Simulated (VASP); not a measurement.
# CuMoF6 (P1) in VASP: single point with LDA

Aim: the single point of CuMoF6 with LDA.

Program: VASP 6.6.1. These are calculated values, not measurements. Logs are shortened: lines on timing, memory, paths and dates and some standing lists are left out, and cuts for length are marked.

## (1) The cell of the first run

The typed cell holds 32 atoms: a = 7.146 Å, b = 7.328 Å, c = 7.028 Å, α = 77.77°, β = 87.01°, γ = 79.50°.

## (2) Single point, LDA

The input, INCAR:

```
PREC = Accurate
ENCUT = 610
EDIFF = 1E-6
ISMEAR = -1
SIGMA = 0.05
LREAL = Auto
LASPH = True
NELM = 120
ALGO = Normal
ISIF = 2
LWAVE = False
LCHARG = True
GGA = CA
LELF = True
LVHAR = True
NBANDS = 172
GGA_COMPAT = False
```

The input, KPOINTS:

```
Automatic mesh
0
Gamma
  1 1 1
```

The input, POSCAR:

```
CuMoF6
1.0
   -4.5559180000     -3.0558400000      4.5786340000
    4.6804170000     -2.6190130000      4.9938320000
    0.4405530000      5.3260400000      4.5642650000
Cu Mo F
4 4 24
Direct
    0.1288688760     -0.0283202895     -0.0931402206
    0.4925949421      0.5893725955     -0.0199461857
    0.5437799616      0.0765949441      0.4304150386
    0.0588802659      0.4527939809      0.4525880380
    0.5385261018      0.5651370412      0.4696455266
    0.0475119168     -0.0050830356      0.4304842396
    0.0394265600      0.5544079934     -0.0502468999
    0.5712862779      0.0887042665     -0.0849830105
    0.4341529256      0.6798638045      0.6914469321
    0.6378329593      0.4858118032      0.2413167942
    0.3088996361      0.5980830988      0.3862034973
    0.7968422897      0.4468514646      0.5397691976
    0.5875107375      0.7938125443      0.3456497107
    0.5168557469      0.3182196842      0.5641808840
    0.9569507192      0.0851037661      0.6740798333
    0.1778116482      0.9412659009      0.1906203442
    0.7990168303      0.1136193563      0.3351905284
    0.3025429257      0.9607563021      0.5103146088
    0.1069016587      0.2360682102      0.3727985663
    0.9662786418      0.7678844655      0.4870395871
    0.9547217288      0.6140969418      0.1968075195
    0.1006156729      0.4554863511      0.7162150627
    0.7732715864      0.6569880607      0.8513932521
    0.2639234400      0.5139242698      0.0806569513
    0.1365468834      0.7485880197      0.7846781442
    0.9796908420      0.3172074154      0.0434185262
    0.4997431599      0.1274873511      0.1874800353
    0.6269276374      1.0076593357      0.6822448670
    0.2838989488      0.1807646561      0.8445439291
    0.8541690760      0.9606971461      0.0012734309
    0.6508025599      0.3389575882      0.9059982322
    0.4635466230      0.8553892650     -0.0056702695
```

Potentials or basis: VASP PAW LDA potentials, release 64 (Cu_sv_GW, Mo_sv, F).

On the command line:

```
> cat potpaw_LDA.64/Cu_sv_GW/POTCAR potpaw_LDA.64/Mo_sv/POTCAR potpaw_LDA.64/F/POTCAR > POTCAR
> mpirun -np 1 vasp_gam > vasp.out
```

OUTCAR:

```text
PREC = Accurate
   ENCUT = 610
   EDIFF = 1E-6
   ISMEAR = -1
   LREAL = Auto
   LASPH = True
   NELM = 120
   ISIF = 2
   GGA = CA

 ion  position               nearest neighbor table
   1  0.129  0.972  0.907-  25 1.99  16 2.00  29 2.01  15 2.03  30 2.05
   2  0.493  0.589  0.980-  24 1.88  32 1.95   9 2.04  10 2.08  31 2.12  23 2.25
   3  0.544  0.077  0.430-  27 1.70  28 1.83  17 1.96  18 2.06  14 2.15  13 2.24
   4  0.059  0.453  0.453-  19 1.76  22 1.90  12 1.94  21 2.03  11 2.22
   5  0.539  0.565  0.470-  11 1.73  13 1.80  14 1.82  10 1.88  12 1.93   9 1.97
   6  0.048  0.995  0.430-  20 1.82  19 1.85  18 1.89  17 1.92  16 1.96  15 2.00
   7  0.039  0.554  0.950-  24 1.84  26 1.84  25 1.85  21 1.92  22 1.93  23 2.01
   8  0.571  0.089  0.915-  28 1.86  32 1.96  31 2.00  27 2.02  29 2.09  30 2.13  14 2.68
   9  0.434  0.680  0.691-   5 1.97   2 2.04
  10  0.638  0.486  0.241-   5 1.88   2 2.08
  11  0.309  0.598  0.386-   5 1.73   4 2.22
  12  0.797  0.447  0.540-   5 1.93   4 1.94
  13  0.588  0.794  0.346-   5 1.80   3 2.24
  14  0.517  0.318  0.564-   5 1.82   3 2.15   8 2.68
  15  0.957  0.085  0.674-   6 2.00   1 2.03
  16  0.178  0.941  0.191-   6 1.96   1 2.00
  17  0.799  0.114  0.335-   6 1.92   3 1.96
  18  0.303  0.961  0.510-   6 1.89   3 2.06
  19  0.107  0.236  0.373-   4 1.76   6 1.85
  20  0.966  0.768  0.487-   6 1.82
  21  0.955  0.614  0.197-   7 1.92   4 2.03
  22  0.101  0.455  0.716-   4 1.90   7 1.93
  23  0.773  0.657  0.851-   7 2.01   2 2.25
  24  0.264  0.514  0.081-   7 1.84   2 1.88
  25  0.137  0.749  0.785-   7 1.85   1 1.99
  26  0.980  0.317  0.043-   7 1.84
  27  0.500  0.127  0.187-   3 1.70   8 2.02
  28  0.627  0.008  0.682-   3 1.83   8 1.86
  29  0.284  0.181  0.845-   1 2.01   8 2.09
  30  0.854  0.961  0.001-   1 2.05   8 2.13
  31  0.651  0.339  0.906-   8 2.00   2 2.12
  32  0.464  0.855  0.994-   2 1.95   8 1.96

  LATTYP: Found a triclinic cell.
 ALAT       =     9.2559759852
 B/A-ratio  =     0.7917364781
 C/A-ratio  =     1.0542504325
 COS(alpha) =     0.0190400246
 COS(beta)  =     0.5514177666
 COS(gamma) =     0.6510237314

  Lattice vectors:

 A1 = (  -9.2363350000,  -0.4368270000,  -0.4151980000)
 A2 = (  -4.6804170000,   2.6190130000,  -4.9938320000)
 A3 = (  -4.9964710000,  -8.3818800000,   0.0143690000)

Analysis of symmetry for initial positions (statically):
=====================================================================
 Subroutine PRICEL returns:
 Original cell was already a primitive cell.

 Routine SETGRP: Setting up the symmetry group for a
[... 161 lines left out ...]
   NFREE  =      0    steps in history (QN), initial steepest desc. (CG)
   ISIF   =      2    stress and relaxation
   ISYM   =      2    0-nonsym 1-usesym 2-fastsym
   POTIM  = 0.5000    time-step for ionic-motion
   TEBEG  =    0.0;   TEEND  =   0.0 temperature during run
   PSTRESS=    0.0 pullay stress
   NELECT =     300.0000    total number of electrons
   NUPDOWN=      -1.0000    fix difference up-down
   EMIN   =  10.00;   EMAX   =-10.00  energy-range for DOS
   EFERMI =   0.00;   METHOD = LEGACY
   ISMEAR =    -1;   SIGMA  =   0.05  broadening in eV -4-tet -1-fermi 0-gaus
   EFERMI_NEDOS =   21; number of points for ismear=-14 and -15
   IALGO  =     38    algorithm
   IMIX   =      4    mixing-type and parameters
     AMIX     =   0.40;   BMIX     =  1.00
     AMIX_MAG =   1.60;   BMIX_MAG =  1.00
  volume/ion in A,a.u.               =      11.05        74.57
  Fermi-wavevector in a.u.,A,eV,Ry     =   1.549788  2.928675 32.679053  2.401843
  Thomas-Fermi vector in A             =   2.654545
   LORBIT       =      0    0 simple, 1 ext, 2 COOP (PROOUT), +10 PAW based schemes
   GGA     = CA    functional components
   LHFCALC =     F    Hartree Fock is set to
   AEXX    =    0.0000 exact exchange contribution
   IVDW    =     0    specifies the selected vdW correction
   LEPSILON=     F    determine dielectric tensor
   LRPA    =     F    only Hartree local field effects (RPA)
 non-spin polarized calculation
  energy-cutoff  :      610.00
  volume of cell :      353.61
 maximum number of plane-waves:      6046
 NGX is ok and might be reduce to    60
   NGX = 29   NGY = 29   NGZ = 29

 number of electron     299.9999997 magnetization

 Free energy of the ion-electron system (eV)
  ---------------------------------------------------
  ext. energy  EPLUGINS =         0.00000000
  ---------------------------------------------------
  free energy    TOTEN  =      -187.00330283 eV

  energy without entropy =     -186.81204966  energy(sigma->0) =     -186.90767625

 E-fermi :   3.9638     XC(G=0): -11.4173

 val. band max:        3.9393433434   @ k =   0.0000   0.0000   0.0000
 cond. band min:       3.9872641464   @ k =   0.0000   0.0000   0.0000
 fundamental gap:      0.0479208030
 Fermi energy:         3.9638474839

 k-point     1 :       0.0000    0.0000    0.0000
  band No.  band energies     occupation
      1    -107.2456      2.00000
      2    -106.8244      2.00000
      3    -106.7045      2.00000
      4    -106.3537      2.00000
      5     -65.4361      2.00000
      6     -65.2199      2.00000
[... 154 lines left out ...]
    161       6.4681      0.00000
    162       6.7505      0.00000
 [bands above 162 left out]

------------------------ aborting loop because EDIFF is reached ----------------------------------------

  FORCE on cell =-STRESS in cart. coord.  units (eV):
  Direction    XX          YY          ZZ          XY          YZ          ZX
  --------------------------------------------------------------------------------------
  -------------------------------------------------------------------------------------
  Total        6.6847906     12.7744329     11.4632149     -9.9136953     -3.1830554     -1.0583600
  in kB       30.2879222     57.8793039     51.9383447    -44.9176717    -14.4220126     -4.7952922
  external PRESSURE =      46.7018569 kB  Pullay stress =       0.0000000 kB

 VOLUME and BASIS-vectors are now :
 -----------------------------------------------------------------------------
  energy-cutoff  :      610.00
  volume of cell :      353.61
      direct lattice vectors                 reciprocal lattice vectors
    -4.555918000 -3.055840000  4.578634000    -0.109020757 -0.054190840  0.073758207
     4.680417000 -2.619013000  4.993832000     0.108405490 -0.064509822  0.064812961
     0.440553000  5.326040000  4.564265000    -0.009244130  0.124942622  0.074190067

 POSITION                                       TOTAL-FORCE (eV/Angst)
 -----------------------------------------------------------------------------------
      4.36027      1.89133      9.58160         1.458551      0.434596      0.828004
      0.94605      2.17094      9.67187        -1.811224     -1.545217      1.110971
     -1.92930      0.43010      4.83680        -0.778204      1.592358      0.649432
      2.05040      1.04470      4.59650         2.486307     -0.366242      1.820586
      0.39850     -0.62440      7.43150        -3.455745     -0.163812      5.220214
      4.62982     -0.45811      7.15083         1.035739     -0.608665      0.008718
[... 24 lines left out ...]
     -0.97940      1.94890      8.80770        -0.038386      0.895523     -2.006455
      2.32975      1.63904     10.93247         0.358914     -0.428724      0.285699
 -----------------------------------------------------------------------------------
    total drift:                               -0.007855     -0.005974      0.005929

  FREE ENERGIE OF THE ION-ELECTRON SYSTEM (eV)
  ---------------------------------------------------
  free  energy   TOTEN  =      -187.0033028345 eV

  energy  without entropy=     -186.8120496583  energy(sigma->0) =     -186.90767625
```

OSZICAR:

```text
N       E                     dE             d eps       ncg     rms          rms(c)
DAV:   1     0.873488863293E+04    0.87349E+04   -0.19502E+05   536   0.398E+03
DAV:   2     0.166361154517E+04   -0.70713E+04   -0.66131E+04   540   0.130E+03
DAV:   3     0.690011116983E+02   -0.15946E+04   -0.14858E+04   672   0.720E+02
[... 19 lines left out ...]
DAV:  23    -0.187003356223E+03    0.84240E-04   -0.52130E-04   664   0.357E-01    0.133E-01
DAV:  24    -0.187003321974E+03    0.34250E-04   -0.16553E-04   632   0.257E-01    0.652E-02
DAV:  25    -0.187003304560E+03    0.17414E-04   -0.23056E-05   352   0.835E-02    0.296E-02
DAV:  26    -0.187003303499E+03    0.10603E-05   -0.24414E-05   488   0.458E-02    0.186E-02
DAV:  27    -0.187003302835E+03    0.66478E-06   -0.14611E-06   208   0.268E-02
   1 F= -.18700330E+03 E0= -.18690768E+03  d E =-.191253E+00
```

stdout:

```text
POSCAR found type information on POSCAR CuMoF
 POSCAR found :  3 types and      32 ions
 scaLAPACK will be used
 LDA part: xc-table for (Slater(with rela. corr.)+CA(PZ))
 , standard interpolation
 POSCAR, INCAR and KPOINTS ok, starting setup
 FFT: planning ... GRIDC
 FFT: planning ... GRID_SOFT
 FFT: planning ... GRID
 WAVECAR not read
 entering main loop
```

Wall time 1.8 min (1 thread of AMD EPYC 9R45 (Zen 5), shared host); peak memory 0.35 GiB.

What came out:

| Item | Value |
| --- | --- |
| Free energy | -187.0033 eV |
| Pressure | 4.7 GPa |
| Largest force | 6.263 eV/Å |

Forces on the atoms (eV/Å):
```
Cu   1.459  0.435  0.828
Cu  -1.811 -1.545  1.111
Cu  -0.778  1.592  0.649
Cu   2.486 -0.366  1.821
Mo  -3.456 -0.164  5.220
Mo   1.036 -0.609  0.009
Mo   3.368  1.752 -3.958
Mo  -0.265  1.444  2.816
F   -2.150 -0.393 -0.496
F    0.577 -0.507 -1.358
F    3.238  0.797 -3.748
F    0.778  0.268  0.380
F    0.686 -1.204  1.496
F   -0.248  1.829 -1.385
F   -1.322 -1.093 -0.645
F    0.417  0.708 -0.173
F   -0.750 -0.129  0.448
F   -0.059  0.568  0.430
F   -0.477 -1.392 -0.204
F   -0.554  0.654 -0.722
F   -0.269 -0.395 -0.379
F   -0.275  0.230  0.308
F   -1.476  0.302  0.850
F   -1.646 -0.167  0.646
F    0.989 -0.306  1.115
F    0.029 -0.120  0.023
F    1.556 -3.222 -2.662
F   -0.587  0.078 -0.431
F   -2.503 -0.011  0.971
F    1.687  0.500 -1.239
F   -0.038  0.896 -2.006
F    0.359 -0.429  0.286
```

Stress tensor (GPa, compression positive):
```
 3.03 -4.49 -0.48
-4.49  5.79 -1.44
-0.48 -1.44  5.19
```

Caveat: the k points lie up to 0.91 Å⁻¹ apart, too coarse for converged energies, forces and pressures; forces of over 1 eV/Å act on the atoms, so gaps and moduli don't describe the material at rest.
